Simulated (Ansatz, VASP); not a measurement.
**SnSe: VASP beside Ansatz**

```
Sn Se
1.0
     4.03337    0.00000    0.00000
     0.00000    4.03337    0.00000
     0.00000    0.00000   12.41021
Sn Se
2 2
Direct
  0.50000 0.00000 0.37139
  0.00000 0.50000 0.62861
  0.50000 0.00000 0.61509
  0.00000 0.50000 0.38491
```

Alike in both runs: task single point; functional r2SCAN; k mesh 8 × 8 × 4; occupations gaussian, width 0.05 eV; no spin polarisation.

|  | VASP | Ansatz |
| --- | --- | --- |
| version | VASP 6.6.1 | Ansatz 0.2.0 |
| potentials or method | VASP PAW PBE potentials, release 64 (Sn_d, Se), cutoff 520 eV | scalar-relativistic, plane waves, PAW |
| valence electrons in the cell | 40 | 60 |

VASP gave:

```
gap on the k mesh at the Fermi level (eV) : 0.63
least direct gap on the mesh (eV)         : 1.04
rms of the force components (eV/Å)        : 0.313
```

Problem. Which values does Ansatz return?

Solution. gap on the k mesh at the Fermi level (eV): 0.64; least direct gap on the mesh (eV): 1.05; rms of the force components (eV/Å): 0.318.

VASP's potentials were made for PBE, not for r2SCAN. Atom by atom the forces differ by 0.005 eV/Å (rms over components). VASP's potentials hold 40 valence electrons a cell and Ansatz's 60, so a difference there can come from the potentials and not from the codes.
